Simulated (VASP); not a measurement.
Set up this calculation in VASP 6.6.1, as the native input.

| Quantity | Value |
| --- | --- |
| Task | single point |
| Functional | PBEsol |
| Potentials or basis | VASP PAW PBE potentials, release 64 (Ag, Cl) |
| Cutoff | 520 eV |
| k mesh | 9 × 9 × 9 |
| Occupations | fermi-dirac, width 0.01 eV |
| Spin | no spin polarisation |
| Dipole correction | no |
| Further INCAR settings | ALGO = Normal; EDIFF = 1e-07; NBANDS = 16 |

The structure of AgCl lies in POSCAR:

```
AgCl
1.0
    3.4339730000      0.0000000000      0.0000000000
    0.0000000000      3.4339730000      0.0000000000
    0.0000000000      0.0000000000      3.3996332700
Ag Cl
1 1
Direct
    0.0000000000      0.0000000000      0.0000000000
    0.5000000000      0.5000000000      0.5000000000
```

This cell differs from its parent crystal: zz strain of -1 %.

One way to write it, as run:

INCAR

```
SYSTEM = AgCl
ALGO = Normal ; EDIFF = 1E-7
ENCUT = 520 ; GGA = PS
ISIF = 2 ; ISMEAR = -1
LASPH = .TRUE. ; LCHARG = .FALSE.
LREAL = .FALSE. ; LWAVE = .FALSE.
NBANDS = 16 ; NELM = 100
PREC = Accurate ; SIGMA = 0.01
```

KPOINTS

```
k-points
0
G
  9 9 9
  0 0 0
```

Potentials or basis: VASP PAW PBE potentials, release 64 (Ag, Cl).

Run with:

```console
$ cat potpaw_PBE.64/Ag/POTCAR potpaw_PBE.64/Cl/POTCAR > POTCAR
$ mpirun -np 1 vasp_std > vasp.out
```

It gave:

The pressure is -4.3 GPa and the band gap on the k mesh is 0.43 eV, indirect (least direct gap 1.90 eV).

Caveat: the cell differs from its parent crystal (zz strain of -1 %); the PAW data sets were made with another functional, which shifts forces and pressure a little.

It used 86 s of CPU time on 1 thread of AMD EPYC 7R13 Processor (Zen 3), on a shared host.
